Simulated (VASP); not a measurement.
# CsNa4Mg3 (Pmmm) in VASP: single point with PBE

Aim: the single point of CsNa4Mg3 with PBE.

All numbers are computed with VASP 6.6.1; they aren't measurements. Logs are shortened: lines on timing, memory, paths and dates and some standing lists are left out, and cuts for length are marked.

## (1) The cell of the first run

Symmetry: Pmmm, No. 47, orthorhombic system. The conventional cell has a = 3.673 Å, b = 5.397 Å, c = 14.603 Å, α = 90.00°, β = 90.00°, γ = 90.00°. Cs (site symmetry mmm) has 2 Cs at 3.67 Å and 2 Na at 4.05 Å and 8 Mg at 4.31 Å within 4.8 Å. Na (site symmetry mm2) has 5 Na at 3.06 to 3.67 Å and 6 Mg at 3.48 to 3.61 Å within 4.0 Å. Na (site symmetry mm2) has 4 Na at 3.20 to 3.67 Å and 6 Mg at 3.49 to 3.74 Å and 1 Cs at 4.05 Å within 4.2 Å. Within 4.7 Å of Mg (site symmetry mmm) lie 12 Na at 3.61 to 3.74 Å and 2 Mg at 3.67 Å. Within 4.6 Å of Mg (site symmetry mm2) lie 6 Na at 3.48 to 3.49 Å and 2 Mg at 3.67 Å and 4 Cs at 4.31 Å.

## (2) Single point, PBE

Input file INCAR:

```
SYSTEM = CsNa4Mg3
PREC     = Accurate       ! precision mode
ENCUT    = 520            ! plane-wave cutoff, eV
EDIFF    = 1E-7           ! SCF threshold, eV
ISMEAR   = 0              ! smearing method
SIGMA    = 0.2            ! smearing width, eV
LREAL    = .FALSE.        ! projectors in reciprocal space
LASPH    = .TRUE.         ! aspherical terms in the spheres
NELM     = 60             ! most SCF steps
ALGO     = Fast           ! electronic algorithm
ISIF     = 2              ! what is computed and relaxed
LWAVE    = .FALSE.        ! write WAVECAR
LCHARG   = .FALSE.        ! write CHGCAR
GGA      = PE             ! functional
NBANDS   = 32             ! bands
```

Input file KPOINTS:

```
Automatic mesh
0
G
  4 4 2
  0 0 0
```

Input file POSCAR:

```
CsNa4Mg3
1.0
    5.3974576073      0.0000000000      0.0000000000
    0.0000000000      3.6727351274      0.0000000000
    0.0000000000      0.0000000000     14.6034915665
Cs Na Mg
1 4 3
Direct
    0.5000000000      0.5000000000      0.5000000000
    0.0000000000      0.5000000000      0.1048399103
    0.0000000000      0.5000000000      0.8951600897
    0.5000000000      0.5000000000      0.2229170281
    0.5000000000      0.5000000000      0.7770829719
    0.5000000000      0.0000000000      0.0000000000
    0.0000000000      0.0000000000      0.3070056458
    0.0000000000      0.0000000000      0.6929943542
```

Potentials or basis: VASP PAW PBE potentials, release 64 (Cs_sv, Na_pv, Mg).

Launch:

```
cat potpaw_PBE.64/Cs_sv/POTCAR potpaw_PBE.64/Na_pv/POTCAR potpaw_PBE.64/Mg/POTCAR > POTCAR
mpirun -np 1 vasp_std > vasp.out
```

OUTCAR:

```text
SYSTEM = CsNa4Mg3
   PREC = Accurate
   ENCUT = 520
   EDIFF = 1E-7
   ISMEAR = 0
   LREAL = .FALSE.
   LASPH = .TRUE.
   NELM = 60
   ISIF = 2
   GGA = PE

 ion  position               nearest neighbor table
   1  0.500  0.500  0.500-
   2  0.000  0.500  0.105-
   3  0.000  0.500  0.895-
   4  0.500  0.500  0.223-
   5  0.500  0.500  0.777-
   6  0.500  0.000  0.000-
   7  0.000  0.000  0.307-
   8  0.000  0.000  0.693-

  LATTYP: Found a simple orthorhombic cell.
 ALAT       =     3.6727351274
 B/A-ratio  =     1.4696016511
 C/A-ratio  =     3.9761896951

  Lattice vectors:

 A1 = (   0.0000000000,  -3.6727351274,   0.0000000000)
 A2 = (   5.3974576073,   0.0000000000,   0.0000000000)
 A3 = (   0.0000000000,   0.0000000000,  14.6034915665)

Analysis of symmetry for initial positions (statically):
=====================================================================
 Subroutine PRICEL returns:
 Original cell was already a primitive cell.

 Routine SETGRP: Setting up the symmetry group for a
 simple orthorhombic supercell.

 Subroutine GETGRP returns: Found  8 space group operations
 (whereof  8 operations were pure point group operations)
 out of a pool of  8 trial point group operations.

The static configuration has the point symmetry D_2h.

Analysis of symmetry for dynamics (positions and initial velocities):
=====================================================================
 Subroutine PRICEL returns:
 Original cell was already a primitive cell.

 Routine SETGRP: Setting up the symmetry group for a
 simple orthorhombic supercell.

 Subroutine GETGRP returns: Found  8 space group operations
 (whereof  8 operations were pure point group operations)
 out of a pool of  8 trial point group operations.

The dynamic configuration has the point symmetry D_2h.

 Subroutine INISYM returns: Found  8 space group operations
 (whereof  8 operations are pure point group operations),
 and found     1 'primitive' translations

----------------------------------------------------------------------------------------

                                     Primitive cell

  volume of cell :     289.4913

  direct lattice vectors                    reciprocal lattice vectors
     5.397457607  0.000000000  0.000000000     0.185272414  0.000000000  0.000000000
     0.000000000  3.672735127  0.000000000     0.000000000  0.272276645  0.000000000
     0.000000000  0.000000000 14.603491567     0.000000000  0.000000000  0.068476775

  length of vectors
     5.397457607  3.672735127 14.603491567     0.185272414  0.272276645  0.068476775

  position of ions in fractional coordinates (direct lattice)
     0.500000000  0.500000000  0.500000000
     0.000000000  0.500000000  0.104839910
     0.000000000  0.500000000  0.895160090
     0.500000000  0.500000000  0.222917028
     0.500000000  0.500000000  0.777082972
     0.500000000  0.000000000  0.000000000
     0.000000000  0.000000000  0.307005646
     0.000000000  0.000000000  0.692994354

  ion indices of the primitive-cell ions
   primitive index   ion index
                 1           1
                 2           2
                 3           3
                 4           4
                 5           5
                 6           6
                 7           7
                 8           8

----------------------------------------------------------------------------------------

 KPOINTS: Automatic mesh

Automatic generation of k-mesh.
 Grid dimensions read from file:
 generate k-points for:    4    4    2

 Generating k-lattice:

  Cartesian coordinates                     Fractional coordinates (reciprocal lattice)
     0.046318103  0.000000000  0.000000000     0.250000000  0.000000000  0.000000000
     0.000000000  0.068069161  0.000000000     0.000000000  0.250000000  0.000000000
     0.000000000  0.000000000  0.034238387     0.000000000  0.000000000  0.500000000

  Length of vectors
     0.046318103  0.068069161  0.034238387

  Shift w.r.t. Gamma in fractional coordinates (k-lattice)
     0.000000000  0.000000000  0.000000000

 Subroutine IBZKPT returns following result:
 ===========================================

 Found     18 irreducible k-points:

 Following reciprocal coordinates:
            Coordinates               Weight
  0.000000  0.000000  0.000000      1.000000
  0.250000  0.000000  0.000000      2.000000
  0.500000  0.000000  0.000000      1.000000
  0.000000  0.250000  0.000000      2.000000
  0.250000  0.250000  0.000000      4.000000
  0.500000  0.250000  0.000000      2.000000
[... 10 lines left out ...]
  0.250000  0.500000  0.500000      2.000000
  0.500000  0.500000  0.500000      1.000000
   k-points           NKPTS =     18   k-points in BZ     NKDIM =     18   number of bands    NBANDS=     32
   number of dos      NEDOS =    301   number of ions     NIONS =      8
   total plane-waves  NPLWV = 125440
   dimension x,y,z NGX =    40 NGY =   28 NGZ =  112
   dimension x,y,z NGXF=    80 NGYF=   56 NGZF=  224
   ions per type =               1   4   3
   NGX,Y,Z   is equivalent  to a cutoff of  12.32, 12.67, 12.75 a.u.
   NGXF,Y,Z  is equivalent  to a cutoff of  24.64, 25.35, 25.50 a.u.
 SYSTEM =  CsNa4Mg3
   PREC   = accura    normal or accurate (medium, high low for compatibility)
   ISTART =      0    job   : 0-new  1-cont  2-samecut
   ICHARG =      2    charge: 1-file 2-atom 10-const
   ISPIN  =      1    spin polarized calculation?
   LNONCOLLINEAR =      F non collinear calculations
   LSORBIT =      F    spin-orbit coupling
   LASPH  =      T    aspherical Exc in radial PAW
   ENCUT  =  520.0 eV  38.22 Ry    6.18 a.u.  10.04  6.83 27.15*2*pi/ulx,y,z
   NELM   =     60;   NELMIN=  2; NELMDL= -5     # of ELM steps
   EDIFF  = 0.1E-06   stopping-criterion for ELM
   LREAL  =      F    real-space projection
   EDIFFG = 0.1E-05   stopping-criterion for IOM
   NSW    =      0    number of steps for IOM
   IBRION =     -1    ionic relax: 0-MD 1-quasi-New 2-CG
   NFREE  =      0    steps in history (QN), initial steepest desc. (CG)
   ISIF   =      2    stress and relaxation
   ISYM   =      2    0-nonsym 1-usesym 2-fastsym
   POTIM  = 0.5000    time-step for ionic-motion
   TEBEG  =    0.0;   TEEND  =   0.0 temperature during run
   PSTRESS=    0.0 pullay stress
   NELECT =      43.0000    total number of electrons
   NUPDOWN=      -1.0000    fix difference up-down
   EMIN   =  10.00;   EMAX   =-10.00  energy-range for DOS
   EFERMI =   0.00;   METHOD = LEGACY
   ISMEAR =     0;   SIGMA  =   0.20  broadening in eV -4-tet -1-fermi 0-gaus
   EFERMI_NEDOS =   21; number of points for ismear=-14 and -15
   IALGO  =     68    algorithm
   IMIX   =      4    mixing-type and parameters
     AMIX     =   0.40;   BMIX     =  1.00
     AMIX_MAG =   1.60;   BMIX_MAG =  1.00
  volume/ion in A,a.u.               =      36.19       244.20
  Fermi-wavevector in a.u.,A,eV,Ry     =   0.867000  1.638393 10.227351  0.751689
  Thomas-Fermi vector in A             =   1.985471
   LORBIT       =      0    0 simple, 1 ext, 2 COOP (PROOUT), +10 PAW based schemes
   GGA     = PE    functional components
   LHFCALC =     F    Hartree Fock is set to
   AEXX    =    0.0000 exact exchange contribution
   IVDW    =     0    specifies the selected vdW correction
   LEPSILON=     F    determine dielectric tensor
   LRPA    =     F    only Hartree local field effects (RPA)
 non-spin polarized calculation
 RMM-DIIS sequential band-by-band and
 Gauss-broadening in eV      SIGMA  =   0.20
  energy-cutoff  :      520.00
  volume of cell :      289.49
 maximum number of plane-waves:      7852
   NGX = 21   NGY = 13   NGZ = 55

 number of electron      42.9999979 magnetization

 Free energy of the ion-electron system (eV)
  ---------------------------------------------------
  ext. energy  EPLUGINS =         0.00000000
  ---------------------------------------------------
  free energy    TOTEN  =        -9.41830234 eV

  energy without entropy =       -9.33191325  energy(sigma->0) =       -9.37510779

 E-fermi :   0.9415     XC(G=0):  -7.1283

 val. band max:        0.9311745558   @ k =   0.5000   0.5000   0.5000
 cond. band min:       0.9547379625   @ k =   0.0000   0.5000   0.5000
 fundamental gap:      0.0235634066
 Fermi energy:         0.9415015112

 k-point     1 :       0.0000    0.0000    0.0000
  band No.  band energies     occupation
      1     -23.6448      2.00000
      2     -23.6154      2.00000
      3     -23.6100      2.00000
      4     -23.5854      2.00000
      5     -23.5745      2.00000
      6     -23.5679      2.00000
[... 24 lines left out ...]
     31       4.1290      0.00000
     32       5.9165      0.00000

 k-point     2 :       0.2500    0.0000    0.0000
  band No.  band energies     occupation
      1     -23.6474      2.00000
      2     -23.6120      2.00000
      3     -23.6080      2.00000
      4     -23.5901      2.00000
      5     -23.5742      2.00000
      6     -23.5676      2.00000
[... 24 lines left out ...]
     31       5.1152      0.00000
     32       5.5477      0.00000

 k-point     3 :       0.5000    0.0000    0.0000
  band No.  band energies     occupation
      1     -23.6495      2.00000
      2     -23.6092      2.00000
      3     -23.6031      2.00000
      4     -23.5974      2.00000
      5     -23.5739      2.00000
      6     -23.5673      2.00000
[... 24 lines left out ...]
     31       5.5521      0.00000
     32       6.8685      0.00000

 k-point     4 :       0.0000    0.2500    0.0000
  band No.  band energies     occupation
      1     -23.6434      2.00000
      2     -23.6140      2.00000
      3     -23.6087      2.00000
      4     -23.5863      2.00000
      5     -23.5844      2.00000
      6     -23.5790      2.00000
[... 24 lines left out ...]
     31       4.2662      0.00000
     32       4.5552      0.00000

 k-point     5 :       0.2500    0.2500    0.0000
  band No.  band energies     occupation
      1     -23.6459      2.00000
      2     -23.6106      2.00000
      3     -23.6066      2.00000
      4     -23.5889      2.00000
      5     -23.5860      2.00000
      6     -23.5787      2.00000
[... 374 lines left out ...]
     31       4.6885      0.00000
     32       4.9294      0.00000

 k-point    16 :       0.0000    0.5000    0.5000
  band No.  band energies     occupation
      1     -23.6419      2.00000
      2     -23.6126      2.00000
      3     -23.6073      2.00000
      4     -23.5981      2.00000
      5     -23.5902      2.00000
      6     -23.5833      2.00000
[... 24 lines left out ...]
     31       4.6766      0.00000
     32       4.7921      0.00000

 k-point    17 :       0.2500    0.5000    0.5000
  band No.  band energies     occupation
      1     -23.6444      2.00000
      2     -23.6092      2.00000
      3     -23.6052      2.00000
      4     -23.5977      2.00000
      5     -23.5897      2.00000
      6     -23.5878      2.00000
[... 24 lines left out ...]
     31       3.3959      0.00000
     32       3.7603      0.00000

 k-point    18 :       0.5000    0.5000    0.5000
  band No.  band energies     occupation
      1     -23.6464      2.00000
      2     -23.6064      2.00000
      3     -23.6005      2.00000
      4     -23.5972      2.00000
      5     -23.5948      2.00000
      6     -23.5892      2.00000
[... 24 lines left out ...]
     31       3.9231      0.00000
     32       3.9959      0.00000

------------------------ aborting loop because EDIFF is reached ----------------------------------------

  FORCE on cell =-STRESS in cart. coord.  units (eV):
  Direction    XX          YY          ZZ          XY          YZ          ZX
  --------------------------------------------------------------------------------------
  -------------------------------------------------------------------------------------
  Total        0.4008611      0.1558271      0.1831863     -0.0000000      0.0000000      0.0000000
  in kB        2.2185486      0.8624186      1.0138368     -0.0000000      0.0000000      0.0000000
  external PRESSURE =       1.3649347 kB  Pullay stress =       0.0000000 kB

 VOLUME and BASIS-vectors are now :
 -----------------------------------------------------------------------------
  energy-cutoff  :      520.00
  volume of cell :      289.49
      direct lattice vectors                 reciprocal lattice vectors
     5.397457607  0.000000000  0.000000000     0.185272414  0.000000000  0.000000000
     0.000000000  3.672735127  0.000000000     0.000000000  0.272276645  0.000000000
     0.000000000  0.000000000 14.603491567     0.000000000  0.000000000  0.068476775

 POSITION                                       TOTAL-FORCE (eV/Angst)
 -----------------------------------------------------------------------------------
      2.69873      1.83637      7.30175         0.000000     -0.000000      0.000000
      0.00000      1.83637      1.53103        -0.000000     -0.000000     -0.015736
      0.00000      1.83637     13.07246         0.000000     -0.000000      0.015736
      2.69873      1.83637      3.25537         0.000000      0.000000      0.015987
      2.69873      1.83637     11.34812         0.000000     -0.000000     -0.015987
      2.69873      0.00000      0.00000         0.000000     -0.000000      0.000000
      0.00000      0.00000      4.48335         0.000000     -0.000000      0.005429
      0.00000      0.00000     10.12014         0.000000     -0.000000     -0.005429
 -----------------------------------------------------------------------------------
    total drift:                               -0.000000      0.000000      0.000000

  FREE ENERGIE OF THE ION-ELECTRON SYSTEM (eV)
  ---------------------------------------------------
  free  energy   TOTEN  =        -9.4183023369 eV

  energy  without entropy=       -9.3319132470  energy(sigma->0) =       -9.37510779
```

It took 2.3 min on 1 thread of Intel Xeon Platinum 8488C (Sapphire Rapids), shared host; peak memory 0.43 GiB.

Results:

* Free energy: -9.4183 eV
* Pressure: 0.1 GPa
* Largest force: 0.016 eV/Å

Forces in eV/Å, atoms in the order of the input:
```
Cs   0.000  0.000  0.000
Na   0.000  0.000 -0.016
Na   0.000  0.000  0.016
Na   0.000  0.000  0.016
Na   0.000  0.000 -0.016
Mg   0.000  0.000  0.000
Mg   0.000  0.000  0.005
Mg   0.000  0.000 -0.005
```

Levels at points of the mesh, in eV from the Fermi level:
```tsv
k point	band 20	band 21	band 22	band 23	band 24	band 25
(0.00, 0.00, 0.00)	-0.91	-0.70	0.75	0.88	1.24	1.74
(0.50, 0.00, 0.00)	-1.57	-1.51	-1.30	-0.14	0.55	0.60
(0.00, 0.50, 0.00)	-0.61	-0.51	-0.28	0.74	1.79	1.90
(0.50, 0.50, 0.00)	-0.16	-0.13	-0.08	0.17	0.29	1.21
(0.00, 0.00, 0.50)	-1.53	0.48	0.55	0.64	1.21	1.39
(0.50, 0.00, 0.50)	-1.76	-1.59	-0.82	-0.21	0.03	0.76
(0.00, 0.50, 0.50)	-0.78	-0.76	0.01	0.96	1.59	1.65
(0.50, 0.50, 0.50)	-0.19	-0.15	-0.01	0.44	0.64	0.82
```

Caveat: the k points lie up to 0.43 Å⁻¹ apart; spin-orbit coupling is left out, which moves the levels of the heavy elements.
